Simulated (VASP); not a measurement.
# Sb (R-3m) in VASP: further runs

Runs on Sb. Level: LDA. Tasks: single point.

Program: VASP 6.6.1. These are calculated values, not measurements. Logs are shortened: lines on timing, memory, paths and dates and some standing lists are left out, and cuts for length are marked.

## 1. The cell of the first run

It takes space group R-3m (No. 166, trigonal). Conventional cell: a = 4.291 Å, b = 4.291 Å, c = 10.976 Å, α = 90.00°, β = 90.00°, γ = 120.00°. Within 3.8 Å of Sb (site symmetry 3m) lie 6 Sb at 2.91 to 3.27 Å.

## 2. Single point, LDA

INCAR reads:

```
PREC = Accurate
ENCUT = 520
EDIFF = 1E-7
ISMEAR = -1
SIGMA = 0.1
LREAL = False
LASPH = True
NELM = 80
ALGO = Normal
ISIF = 2
LWAVE = False
LCHARG = False
GGA = CA
NBANDS = 12
```

KPOINTS reads:

```
Automatic mesh
0
Gamma
  9 9 9
```

POSCAR reads:

```
Sb
1.0
    2.1456002536      1.2387628840      3.6587425366
   -2.1456002536      1.2387628840      3.6587425366
    0.0000000000     -2.4775257680      3.6587425366
Sb
2
Direct
    0.2359371474      0.2359371474      0.2359371474
    0.7640628526      0.7640628526      0.7640628526
```

Potentials or basis: VASP PAW LDA potentials, release 64 (Sb).

The run is started by

```bash
> cat potpaw_LDA.64/Sb/POTCAR > POTCAR
> mpirun -np 1 vasp_std > vasp.out
```

OUTCAR:

```text
PREC = Accurate
   ENCUT = 520
   EDIFF = 1E-7
   ISMEAR = -1
   LREAL = False
   LASPH = True
   NELM = 80
   ISIF = 2
   GGA = CA

 ion  position               nearest neighbor table
   1  0.236  0.236  0.236-   2 2.91   2 2.91   2 2.91   2 3.27   2 3.27   2 3.27
   2  0.764  0.764  0.764-   1 2.91   1 2.91   1 2.91   1 3.27   1 3.27   1 3.27

  LATTYP: Found a trigonal (rhomboedric) cell.
 ALAT       =     4.4186571354
 COS(alpha) =     0.5284290848

  Lattice vectors:

 A1 = (   2.1456002536,   1.2387628840,   3.6587425366)
 A2 = (  -2.1456002536,   1.2387628840,   3.6587425366)
 A3 = (   0.0000000000,  -2.4775257680,   3.6587425366)

Analysis of symmetry for initial positions (statically):
=====================================================================
 Subroutine PRICEL returns:
 Original cell was already a primitive cell.

 Routine SETGRP: Setting up the symmetry group for a
 trigonal (rhombohedral) supercell.

 Subroutine GETGRP returns: Found 12 space group operations
 (whereof 12 operations were pure point group operations)
 out of a pool of 12 trial point group operations.

The static configuration has the point symmetry D_3d.

Analysis of symmetry for dynamics (positions and initial velocities):
=====================================================================
 Subroutine PRICEL returns:
 Original cell was already a primitive cell.

 Routine SETGRP: Setting up the symmetry group for a
 trigonal (rhombohedral) supercell.

 Subroutine GETGRP returns: Found 12 space group operations
 (whereof 12 operations were pure point group operations)
 out of a pool of 12 trial point group operations.

The dynamic configuration has the point symmetry D_3d.

 Subroutine INISYM returns: Found 12 space group operations
 (whereof 12 operations are pure point group operations),
 and found     1 'primitive' translations

----------------------------------------------------------------------------------------

                                     Primitive cell

  volume of cell :      58.3472

  direct lattice vectors                    reciprocal lattice vectors
     2.145600254  1.238762884  3.658742537     0.233035021  0.134542832  0.091105982
    -2.145600254  1.238762884  3.658742537    -0.233035021  0.134542832  0.091105982
     0.000000000 -2.477525768  3.658742537     0.000000000 -0.269085664  0.091105982

  length of vectors
     4.418657135  4.418657135  4.418657135     0.284090469  0.284090469  0.284090469

  position of ions in fractional coordinates (direct lattice)
[... 83 lines left out ...]
   IBRION =     -1    ionic relax: 0-MD 1-quasi-New 2-CG
   NFREE  =      0    steps in history (QN), initial steepest desc. (CG)
   ISIF   =      2    stress and relaxation
   ISYM   =      2    0-nonsym 1-usesym 2-fastsym
   POTIM  = 0.5000    time-step for ionic-motion
   TEBEG  =    0.0;   TEEND  =   0.0 temperature during run
   PSTRESS=    0.0 pullay stress
   NELECT =      10.0000    total number of electrons
   NUPDOWN=      -1.0000    fix difference up-down
   EMIN   =  10.00;   EMAX   =-10.00  energy-range for DOS
   EFERMI =   0.00;   METHOD = LEGACY
   ISMEAR =    -1;   SIGMA  =   0.10  broadening in eV -4-tet -1-fermi 0-gaus
   EFERMI_NEDOS =   21; number of points for ismear=-14 and -15
   IALGO  =     38    algorithm
   IMIX   =      4    mixing-type and parameters
     AMIX     =   0.40;   BMIX     =  1.00
     AMIX_MAG =   1.60;   BMIX_MAG =  1.00
  volume/ion in A,a.u.               =      29.17       196.87
  Fermi-wavevector in a.u.,A,eV,Ry     =   0.909358  1.718437 11.251088  0.826932
  Thomas-Fermi vector in A             =   2.033393
   LORBIT       =      0    0 simple, 1 ext, 2 COOP (PROOUT), +10 PAW based schemes
   GGA     = CA    functional components
   LHFCALC =     F    Hartree Fock is set to
   AEXX    =    0.0000 exact exchange contribution
   IVDW    =     0    specifies the selected vdW correction
   LEPSILON=     F    determine dielectric tensor
   LRPA    =     F    only Hartree local field effects (RPA)
 non-spin polarized calculation
  energy-cutoff  :      520.00
  volume of cell :       58.35
 maximum number of plane-waves:      1584
 NGX is ok and might be reduce to    36
   NGX = 17   NGY = 17   NGZ = 17

 number of electron      10.0000000 magnetization

 Free energy of the ion-electron system (eV)
  ---------------------------------------------------
  ext. energy  EPLUGINS =         0.00000000
  ---------------------------------------------------
  free energy    TOTEN  =        -9.63762576 eV

  energy without entropy =       -9.62549795  energy(sigma->0) =       -9.63156185

 E-fermi :   7.5009     XC(G=0):  -9.8718

 val. band max:        7.5008390883   @ k =   0.3333   0.2222   0.2222
 cond. band min:       7.5120476894   @ k =   0.3333   0.1111   0.1111
 fundamental gap:      0.0112086011
 Fermi energy:         7.5008690573

 k-point     1 :       0.0000    0.0000    0.0000
  band No.  band energies     occupation
      1      -5.3834      2.00000
      2       2.8693      2.00000
      3       5.5283      2.00000
      4       5.6882      2.00000
      5       5.6882      2.00000
      6       9.8722      0.00000
      7      10.3749      0.00000
      8      10.3749      0.00000
      9      12.4834      0.00000
     10      12.4834      0.00000
     11      12.6516      0.00000
     12      14.0664      0.00000
[... 331 lines left out ...]
 k-point    24 :       0.4444    0.4444   -0.0000
  band No.  band energies     occupation
      1      -3.0616      2.00000
      2      -0.3163      2.00000
      3       2.0593      2.00000
      4       3.7484      2.00000
      5       3.7844      2.00000
      6       9.1374      0.00000
      7      12.5702      0.00000
      8      12.9797      0.00000
      9      14.2905      0.00000
     10      16.0864      0.00000
     11      17.3564      0.00000
     12      18.4150      0.00000

 [... further k-points ...]
[... 5 lines left out ...]
  --------------------------------------------------------------------------------------
  -------------------------------------------------------------------------------------
  Total        0.1165438      0.1165438      0.0842521     -0.0000000     -0.0000000      0.0000000
  in kB        3.2002199      3.2002199      2.3135099     -0.0000000     -0.0000000      0.0000000
  external PRESSURE =       2.9046499 kB  Pullay stress =       0.0000000 kB

 VOLUME and BASIS-vectors are now :
 -----------------------------------------------------------------------------
  energy-cutoff  :      520.00
  volume of cell :       58.35
      direct lattice vectors                 reciprocal lattice vectors
     2.145600254  1.238762884  3.658742537     0.233035021  0.134542832  0.091105982
    -2.145600254  1.238762884  3.658742537    -0.233035021  0.134542832  0.091105982
     0.000000000 -2.477525768  3.658742537     0.000000000 -0.269085664  0.091105982

 POSITION                                       TOTAL-FORCE (eV/Angst)
 -----------------------------------------------------------------------------------
      0.00000      0.00000      2.58970         0.000000      0.000000      0.062687
      0.00000      0.00000      8.38653         0.000000     -0.000000     -0.062687
 -----------------------------------------------------------------------------------
    total drift:                               -0.000000      0.000000     -0.000000

  FREE ENERGIE OF THE ION-ELECTRON SYSTEM (eV)
  ---------------------------------------------------
  free  energy   TOTEN  =        -9.6376257550 eV

  energy  without entropy=       -9.6254979537  energy(sigma->0) =       -9.63156185
```

OSZICAR:

```text
N       E                     dE             d eps       ncg     rms          rms(c)
DAV:   1     0.363946588819E+02    0.36395E+02   -0.35516E+03  2040   0.657E+02
DAV:   2    -0.756270769018E+01   -0.43957E+02   -0.42267E+02  2772   0.110E+02
DAV:   3    -0.964352115585E+01   -0.20808E+01   -0.20665E+01  2496   0.266E+01
DAV:   4    -0.966170405865E+01   -0.18183E-01   -0.18180E-01  2380   0.306E+00
DAV:   5    -0.966193190187E+01   -0.22784E-03   -0.22784E-03  2504   0.370E-01    0.324E+00
DAV:   6    -0.964637405942E+01    0.15558E-01   -0.32200E-03  2412   0.288E-01    0.193E+00
DAV:   7    -0.963760760219E+01    0.87665E-02   -0.69630E-03  2356   0.419E-01    0.542E-02
DAV:   8    -0.963762258929E+01   -0.14987E-04   -0.18904E-04  2404   0.917E-02    0.159E-02
DAV:   9    -0.963762600294E+01   -0.34136E-05   -0.11160E-05  2488   0.194E-02    0.570E-03
DAV:  10    -0.963762573530E+01    0.26764E-06   -0.11040E-06  2416   0.559E-03    0.116E-03
DAV:  11    -0.963762575504E+01   -0.19743E-07   -0.12411E-07  1960   0.197E-03
   1 F= -.96376258E+01 E0= -.96315619E+01  d E =-.121278E-01
```

stdout:

```text
POSCAR found type information on POSCAR Sb
 POSCAR found :  1 types and       2 ions
 scaLAPACK will be used
 LDA part: xc-table for (Slater(with rela. corr.)+CA(PZ))
 , standard interpolation
 POSCAR, INCAR and KPOINTS ok, starting setup
 FFT: planning ... GRIDC
 FFT: planning ... GRID_SOFT
 FFT: planning ... GRID
 WAVECAR not read
 entering main loop
```

It took 1.9 min on 1 thread of AMD EPYC 7R13, shared host; peak memory 0.17 GiB.

Results:

```
Free energy   : -9.6376 eV
Pressure      : 0.3 GPa
Largest force : 0.063 eV/Å
```

Forces on the atoms (eV/Å):
```
Sb   0.000  0.000  0.063
Sb   0.000  0.000 -0.063
```

Stress tensor (GPa, compression positive):
```
0.32 0.00 0.00
0.00 0.32 0.00
0.00 0.00 0.23
```

Caveat: spin-orbit coupling is left out, which moves the levels of the heavy elements.

## 3. Single point, LDA

INCAR reads:

```
SYSTEM = Sb
PREC = Accurate
ENCUT = 520
EDIFF = 1E-6
ISMEAR = -1
SIGMA = 0.01
LREAL = .FALSE.
LASPH = .TRUE.
NELM = 100
ALGO = Normal
ISIF = 2
LWAVE = .FALSE.
LCHARG = .FALSE.
GGA = CA
NBANDS = 12
```

KPOINTS reads:

```
regular mesh
0
G
  9 9 9
  0 0 0
```

POSCAR is that of step 2.

Potentials or basis: VASP PAW LDA potentials, release 64 (Sb).

The run is started by

```bash
> cat potpaw_LDA.64/Sb/POTCAR > POTCAR
> mpirun -np 1 vasp_std > vasp.out
```

Run time: 94 s. Hardware: 1 thread of AMD EPYC 7R13, shared host; peak memory 0.17 GiB.

The run converged. Its results:

- Free energy: -9.6320 eV
- Pressure: 0.4 GPa
- Largest force: 0.028 eV/Å
- Band gap on the k mesh: 0.02 eV, indirect (least direct gap 0.44 eV)

Forces in eV/Å, atoms in the order of the input:
```
Sb   0.000  0.000  0.028
Sb   0.000  0.000 -0.028
```

Stress tensor (GPa, compression positive):
```
0.43 0.00 0.00
0.00 0.43 0.00
0.00 0.00 0.29
```

Levels at points of the mesh, in eV from the valence-band top:
```tsv
k point	band 3	band 4	band 5	band 6	band 7	band 8
(0.00, 0.00, 0.00)	-1.98	-1.82	-1.82	2.36	2.86	2.86
```

Caveat: spin-orbit coupling is left out, which moves the levels of the heavy elements.

## 4. Single point, LDA

INCAR reads:

```
SYSTEM = Sb
PREC = Accurate ; ENCUT = 520
EDIFF = 1E-7 ; ISMEAR = -1
SIGMA = 0.03 ; LREAL = .FALSE.
LASPH = .TRUE. ; NELM = 100
ALGO = Normal ; ISIF = 2
LWAVE = .FALSE. ; LCHARG = .FALSE.
NBANDS = 12
```

KPOINTS is that of step 3.

POSCAR is that of step 3.

The run is started by

```bash
> cat potpaw_LDA.64/Sb/POTCAR > POTCAR
> mpirun -np 1 vasp_std > vasp.out
```

Run time: 1.8 min. Hardware: 1 thread of AMD EPYC 7R13, shared host; peak memory 0.17 GiB.

It converged, with:

```yaml
Free_energy: -9.6326 eV
Pressure: 0.3 GPa
Largest_force: 0.035 eV/Å
Band_gap_on_the_k_mesh: 0.02 eV, indirect (least direct gap 0.44 eV)
```

Forces in eV/Å, atoms in the order of the input:
```
Sb   0.000  0.000  0.035
Sb   0.000  0.000 -0.035
```

Stress tensor (GPa, compression positive):
```
0.38 0.00 0.00
0.00 0.38 0.00
0.00 0.00 0.26
```

Levels at points of the mesh, in eV from the valence-band top:
| k point | band 2 | band 3 | band 4 | band 5 | band 6 | band 7 | band 8 | band 9 |
| --- | --- | --- | --- | --- | --- | --- | --- | --- |
| (0.00, 0.00, 0.00) | -4.64 | -1.98 | -1.82 | -1.82 | 2.36 | 2.86 | 2.86 | 4.97 |

Caveat: spin-orbit coupling is left out, which moves the levels of the heavy elements. A k mesh can miss the band edges.

## 5. Single point, LDA

INCAR reads:

```
SYSTEM = Sb
PREC = Accurate
ENCUT = 520
EDIFF = 1E-6
ISMEAR = -1
SIGMA = 0.2
LREAL = .FALSE.
LASPH = .TRUE.
NELM = 60
ALGO = Normal
ISIF = 2
LWAVE = .FALSE.
LCHARG = .TRUE.
LELF = .TRUE.
LVHAR = .TRUE.
NBANDS = 12
```

KPOINTS is that of step 4.

POSCAR is that of step 4.

The run is started by

```bash
> cat potpaw_LDA.64/Sb/POTCAR > POTCAR
> mpirun -np 1 vasp_std > vasp.out
```

Wall time 1.9 min (1 thread of AMD EPYC 7R13, shared host); peak memory 0.16 GiB.

Results (log left out):

```
Free energy   : -9.6619 eV
Pressure      : 0.3 GPa
Largest force : 0.141 eV/Å
```

Forces on the atoms (eV/Å):
```
Sb   0.000  0.000  0.141
Sb   0.000  0.000 -0.141
```

Levels at points of the mesh, in eV from the Fermi level:
```csv
k point,band 1,band 2,band 3,band 4,band 5,band 6,band 7,band 8,band 9,band 10
"(0.00, 0.00, 0.00)",-12.83,-4.57,-1.91,-1.75,-1.75,2.43,2.93,2.93,5.04,5.04
```

Caveat: spin-orbit coupling is left out, which moves the levels of the heavy elements.

## 6. Overview

| smearing | gap on the mesh (eV) | pressure (GPa) | largest force (eV/Å) |
| --- | --- | --- | --- |
| fermi-dirac 0.1 eV | - | 0.3 | 0.06 |
| fermi-dirac 0.01 eV | 0.02 | 0.4 | 0.03 |
| fermi-dirac 0.03 eV | 0.02 | 0.3 | 0.04 |
| fermi-dirac 0.2 eV | - | 0.3 | 0.14 |

Alike in all rows: task single point; level LDA; potentials or basis VASP PAW LDA potentials, release 64 (Sb); no spin polarisation; cell as given; k mesh 9 × 9 × 9; cutoff (eV) 520.

Caveats: spin-orbit coupling is left out, which moves the levels of the heavy elements.

Total energies depend on the potentials used, so only differences within one code and one set of settings carry meaning.
